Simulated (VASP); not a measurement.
# CdSe in VASP: further runs, part 2 of 2

VASP 6.6.1. The steps go on from the part before.

**3. Single point, PBE (strain +0.050 along x and y, +0.050 along z)**

Input file INCAR:

```
PREC     = Accurate       # precision mode
ENCUT    = 520            # plane-wave cutoff, eV
EDIFF    = 1E-6           # SCF threshold, eV
ISMEAR   = 0              # smearing method
SIGMA    = 0.05           # smearing width, eV
LREAL    = False          # projectors in reciprocal space
LASPH    = True           # aspherical terms in the spheres
NELM     = 60             # most SCF steps
ALGO     = Normal         # electronic algorithm
ISIF     = 2              # what is computed and relaxed
LWAVE    = False          # write WAVECAR
LCHARG   = False          # write CHGCAR
GGA      = PE             # functional
NBANDS   = 16             # bands
```

Input file KPOINTS:

```
Automatic mesh
0
Gamma
  10 10 10
```

Input file POSCAR:

```
CdSe
1.0
    0.0000000000      3.2237847585      3.2237847585
    3.2237847585      0.0000000000      3.2237847585
    3.2237847585      3.2237847585      0.0000000000
Cd Se
1 1
Direct
    0.0000000000      0.0000000000      0.0000000000
    0.7500000000      0.7500000000      0.7500000000
```

Potentials or basis: VASP PAW PBE potentials, release 64 (Cd, Se).

The run is started by

```console
$ cat potpaw_PBE.64/Cd/POTCAR potpaw_PBE.64/Se/POTCAR > POTCAR
$ mpirun -np 1 vasp_std > vasp.out
```

OUTCAR:

```text
PREC = Accurate
   ENCUT = 520
   EDIFF = 1E-6
   ISMEAR = 0
   LREAL = False
   LASPH = True
   NELM = 60
   ISIF = 2
   GGA = PE

 ion  position               nearest neighbor table
   1  0.000  0.000  0.000-   2 2.79   2 2.79   2 2.79   2 2.79
   2  0.750  0.750  0.750-   1 2.79   1 2.79   1 2.79   1 2.79

  LATTYP: Found a face centered cubic cell.
 ALAT       =     6.4475695170

  Lattice vectors:

 A1 = (   0.0000000000,   3.2237847585,   3.2237847585)
 A2 = (   3.2237847585,   0.0000000000,   3.2237847585)
 A3 = (   3.2237847585,   3.2237847585,   0.0000000000)

Analysis of symmetry for initial positions (statically):
=====================================================================
 Subroutine PRICEL returns:
 Original cell was already a primitive cell.

 Routine SETGRP: Setting up the symmetry group for a
 face centered cubic supercell.

 Subroutine GETGRP returns: Found 24 space group operations
 (whereof 24 operations were pure point group operations)
 out of a pool of 48 trial point group operations.

The static configuration has the point symmetry T_d .

Analysis of symmetry for dynamics (positions and initial velocities):
=====================================================================
 Subroutine PRICEL returns:
 Original cell was already a primitive cell.

 Routine SETGRP: Setting up the symmetry group for a
 face centered cubic supercell.

 Subroutine GETGRP returns: Found 24 space group operations
 (whereof 24 operations were pure point group operations)
 out of a pool of 48 trial point group operations.

The dynamic configuration has the point symmetry T_d .

 Subroutine INISYM returns: Found 24 space group operations
 (whereof 24 operations are pure point group operations),
 and found     1 'primitive' translations

----------------------------------------------------------------------------------------

                                     Primitive cell

  volume of cell :      67.0082

  direct lattice vectors                    reciprocal lattice vectors
     0.000000000  3.223784758  3.223784758    -0.155097203  0.155097203  0.155097203
     3.223784758  0.000000000  3.223784758     0.155097203 -0.155097203  0.155097203
     3.223784758  3.223784758  0.000000000     0.155097203  0.155097203 -0.155097203

  length of vectors
     4.559120128  4.559120128  4.559120128     0.268636236  0.268636236  0.268636236

  position of ions in fractional coordinates (direct lattice)
     0.000000000  0.000000000  0.000000000
     0.750000000  0.750000000  0.750000000

  ion indices of the primitive-cell ions
   primitive index   ion index
                 1           1
                 2           2

----------------------------------------------------------------------------------------

 KPOINTS: Automatic mesh

Automatic generation of k-mesh.
 Grid dimensions read from file:
 generate k-points for:   10   10   10

 Generating k-lattice:

  Cartesian coordinates                     Fractional coordinates (reciprocal lattice)
    -0.015509720  0.015509720  0.015509720     0.100000000  0.000000000  0.000000000
     0.015509720 -0.015509720  0.015509720     0.000000000  0.100000000  0.000000000
     0.015509720  0.015509720 -0.015509720     0.000000000  0.000000000  0.100000000

  Length of vectors
     0.026863624  0.026863624  0.026863624

  Shift w.r.t. Gamma in fractional coordinates (k-lattice)
     0.000000000  0.000000000  0.000000000

 Subroutine IBZKPT returns following result:
 ===========================================

 Found     47 irreducible k-points:

 Following reciprocal coordinates:
            Coordinates               Weight
  0.000000  0.000000  0.000000      1.000000
  0.100000  0.000000  0.000000      8.000000
  0.200000  0.000000  0.000000      8.000000
  0.300000  0.000000  0.000000      8.000000
  0.400000  0.000000  0.000000      8.000000
  0.500000  0.000000  0.000000      4.000000
[... 16 lines left out ...]
  0.300000  0.300000  0.000000      6.000000
  0.400000  0.300000  0.000000     24.000000
 [... further k-points ...]
   k-points           NKPTS =     47   k-points in BZ     NKDIM =     47   number of bands    NBANDS=     16
   number of dos      NEDOS =    301   number of ions     NIONS =      2
   total plane-waves  NPLWV =  46656
   dimension x,y,z NGX =    36 NGY =   36 NGZ =   36
   dimension x,y,z NGXF=    72 NGYF=   72 NGZF=   72
   ions per type =               1   1
   NGX,Y,Z   is equivalent  to a cutoff of  13.13, 13.13, 13.13 a.u.
   NGXF,Y,Z  is equivalent  to a cutoff of  26.25, 26.25, 26.25 a.u.
 SYSTEM =  unknown system
   PREC   = accura    normal or accurate (medium, high low for compatibility)
   ISTART =      0    job   : 0-new  1-cont  2-samecut
   ICHARG =      2    charge: 1-file 2-atom 10-const
   ISPIN  =      1    spin polarized calculation?
   LNONCOLLINEAR =      F non collinear calculations
   LSORBIT =      F    spin-orbit coupling
   LASPH  =      T    aspherical Exc in radial PAW
   ENCUT  =  520.0 eV  38.22 Ry    6.18 a.u.   8.48  8.48  8.48*2*pi/ulx,y,z
   NELM   =     60;   NELMIN=  2; NELMDL= -5     # of ELM steps
   EDIFF  = 0.1E-05   stopping-criterion for ELM
   LREAL  =      F    real-space projection
   EDIFFG = 0.1E-04   stopping-criterion for IOM
   NSW    =      0    number of steps for IOM
   IBRION =     -1    ionic relax: 0-MD 1-quasi-New 2-CG
   NFREE  =      0    steps in history (QN), initial steepest desc. (CG)
   ISIF   =      2    stress and relaxation
   ISYM   =      2    0-nonsym 1-usesym 2-fastsym
   POTIM  = 0.5000    time-step for ionic-motion
   TEBEG  =    0.0;   TEEND  =   0.0 temperature during run
   PSTRESS=    0.0 pullay stress
   NELECT =      18.0000    total number of electrons
   NUPDOWN=      -1.0000    fix difference up-down
   EMIN   =  10.00;   EMAX   =-10.00  energy-range for DOS
   EFERMI =   0.00;   METHOD = LEGACY
   ISMEAR =     0;   SIGMA  =   0.05  broadening in eV -4-tet -1-fermi 0-gaus
   EFERMI_NEDOS =   21; number of points for ismear=-14 and -15
   IALGO  =     38    algorithm
   IMIX   =      4    mixing-type and parameters
     AMIX     =   0.40;   BMIX     =  1.00
     AMIX_MAG =   1.60;   BMIX_MAG =  1.00
  volume/ion in A,a.u.               =      33.50       226.10
  Fermi-wavevector in a.u.,A,eV,Ry     =   1.056306  1.996128 15.181133  1.115782
  Thomas-Fermi vector in A             =   2.191537
   LORBIT       =      0    0 simple, 1 ext, 2 COOP (PROOUT), +10 PAW based schemes
   GGA     = PE    functional components
   LHFCALC =     F    Hartree Fock is set to
   AEXX    =    0.0000 exact exchange contribution
   IVDW    =     0    specifies the selected vdW correction
   LEPSILON=     F    determine dielectric tensor
   LRPA    =     F    only Hartree local field effects (RPA)
 non-spin polarized calculation
 Gauss-broadening in eV      SIGMA  =   0.05
  energy-cutoff  :      520.00
  volume of cell :       67.01
 maximum number of plane-waves:      1832
 NGX is ok and might be reduce to    36
   NGX = 17   NGY = 17   NGZ = 17

 number of electron      17.9999994 magnetization

 Free energy of the ion-electron system (eV)
  ---------------------------------------------------
  ext. energy  EPLUGINS =         0.00000000
  ---------------------------------------------------
  free energy    TOTEN  =        -5.40253181 eV

  energy without entropy =       -5.40253159  energy(sigma->0) =       -5.40253170

 E-fermi :  -0.1644     XC(G=0):  -8.1158

 val. band max:       -0.2931568272   @ k =   0.0000   0.0000   0.0000
 cond. band min:      -0.0459826923   @ k =   0.0000   0.0000   0.0000
 fundamental gap:      0.2471741349
 Fermi energy:        -0.1643743240

 k-point     1 :       0.0000    0.0000    0.0000
  band No.  band energies     occupation
      1     -12.0607      2.00000
      2      -7.7977      2.00000
      3      -7.7977      2.00000
      4      -7.7977      2.00000
      5      -7.5803      2.00000
      6      -7.5803      2.00000
[... 8 lines left out ...]
     15      10.3910      0.00000
     16      10.3910      0.00000

 k-point     2 :       0.1000    0.0000    0.0000
  band No.  band energies     occupation
      1     -12.0382      2.00000
      2      -7.7910      2.00000
      3      -7.7910      2.00000
      4      -7.7741      2.00000
      5      -7.5805      2.00000
      6      -7.5805      2.00000
[... 8 lines left out ...]
     15       9.8937      0.00000
     16       9.8937      0.00000
[... 387 lines left out ...]
      5      -7.5580      2.00000
      6      -7.5366      2.00000
[... 8 lines left out ...]
     15      11.1350      0.00000
     16      12.4533      0.00000

 k-point    24 :       0.4000    0.3000    0.0000
  band No.  band energies     occupation
      1     -11.8079      2.00000
      2      -7.6940      2.00000
      3      -7.6844      2.00000
      4      -7.6435      2.00000
      5      -7.5544      2.00000
      6      -7.4578      2.00000
[... 8 lines left out ...]
     15      11.4687      0.00000
     16      12.2729      0.00000

 [... further k-points ...]
[... 5 lines left out ...]
  --------------------------------------------------------------------------------------
  -------------------------------------------------------------------------------------
  Total       -1.6258276     -1.6258276     -1.6258276     -0.0000000     -0.0000000     -0.0000000
  in kB      -38.8737972    -38.8737972    -38.8737972     -0.0000000     -0.0000000     -0.0000000
  external PRESSURE =     -38.8737972 kB  Pullay stress =       0.0000000 kB

 VOLUME and BASIS-vectors are now :
 -----------------------------------------------------------------------------
  energy-cutoff  :      520.00
  volume of cell :       67.01
      direct lattice vectors                 reciprocal lattice vectors
     0.000000000  3.223784758  3.223784758    -0.155097203  0.155097203  0.155097203
     3.223784758  0.000000000  3.223784758     0.155097203 -0.155097203  0.155097203
     3.223784758  3.223784758  0.000000000     0.155097203  0.155097203 -0.155097203

 POSITION                                       TOTAL-FORCE (eV/Angst)
 -----------------------------------------------------------------------------------
      0.00000      0.00000      0.00000        -0.000000     -0.000000      0.000000
      4.83568      4.83568      4.83568         0.000000      0.000000     -0.000000
 -----------------------------------------------------------------------------------
    total drift:                                0.000000      0.000000      0.000000

  FREE ENERGIE OF THE ION-ELECTRON SYSTEM (eV)
  ---------------------------------------------------
  free  energy   TOTEN  =        -5.4025318100 eV

  energy  without entropy=       -5.4025315947  energy(sigma->0) =       -5.40253170
```

It took 33 s on 1 thread of Intel Xeon 6975P-C, shared host; peak memory 0.23 GiB.

What came out:

- Free energy: -5.4025 eV
- Pressure: -3.9 GPa
- Band gap on the k mesh: 0.25 eV, direct

Caveat: the cell differs from its parent crystal (strain +0.050 along x and y, +0.050 along z).

**4. Single point, PBE (strain +0.000 along x and y, -0.025 along z)**

Input file INCAR:

```
PREC = Accurate ; ENCUT = 520
EDIFF = 1E-6 ; ISMEAR = 0
SIGMA = 0.05 ; LREAL = False
LASPH = True ; NELM = 60
ALGO = Normal ; ISIF = 2
LWAVE = False ; LCHARG = False
GGA = PE ; NBANDS = 16
```

KPOINTS is that of step 3.

Input file POSCAR:

```
CdSe
1.0
    0.0000000000      3.0702711986      2.9935144186
    3.0702711986      0.0000000000      2.9935144186
    3.0702711986      3.0702711986      0.0000000000
Cd Se
1 1
Direct
    0.0000000000      0.0000000000      0.0000000000
    0.7500000000      0.7500000000      0.7500000000
```

The run is started by

```console
$ cat potpaw_PBE.64/Cd/POTCAR potpaw_PBE.64/Se/POTCAR > POTCAR
$ mpirun -np 1 vasp_std > vasp.out
```

Wall time 48 s (1 thread of Intel Xeon 6975P-C, shared host); peak memory 0.24 GiB.

The run converged. Its results:

```
Free energy            : -5.4697 eV
Pressure               : 3.0 GPa
Band gap on the k mesh : 0.55 eV, direct
```

Stress tensor (GPa, compression positive):
```
2.84 0.00 0.00
0.00 2.84 0.00
0.00 0.00 3.18
```

Levels at points of the mesh, in eV from the valence-band top:
| k point | band 5 | band 6 | band 7 | band 8 | band 9 | band 10 | band 11 | band 12 | band 13 | band 14 |
| --- | --- | --- | --- | --- | --- | --- | --- | --- | --- | --- |
| (0.00, 0.00, 0.00) | -7.60 | -7.60 | -0.08 | -0.08 | 0.00 | 0.55 | 5.89 | 5.89 | 5.89 | 9.72 |
| (0.50, 0.00, 0.00) | -7.57 | -7.31 | -4.42 | -0.85 | -0.74 | 2.34 | 6.31 | 6.49 | 7.37 | 9.99 |
| (0.50, 0.50, 0.00) | -7.54 | -7.22 | -4.02 | -1.96 | -1.96 | 3.04 | 3.56 | 9.21 | 10.13 | 10.13 |
| (0.50, 0.00, 0.50) | -7.54 | -7.26 | -4.16 | -1.87 | -1.83 | 3.12 | 3.78 | 8.97 | 10.01 | 10.29 |

Caveat: the cell differs from its parent crystal (strain +0.000 along x and y, -0.025 along z).

**5. Summary**

```csv
cell,gap on the mesh (eV),pressure (GPa)
"a = 4.125 Å, angles 60.0°, 2 atoms",0.87,12.9
"a = 4.559 Å, angles 60.0°, 2 atoms",0.25,-3.9
"a = 4.288, b = 4.288, c = 4.342 Å, angles 59.6, 59.6, 60.8°, 2 atoms",0.55,3.0
```

Alike in all rows: task single point; level PBE; potentials or basis VASP PAW PBE potentials, release 64 (Cd, Se); no spin polarisation; k mesh 10 × 10 × 10; cutoff (eV) 520; smearing gaussian 0.05 eV.

Absolute energies hang on the potentials; compare differences alone.
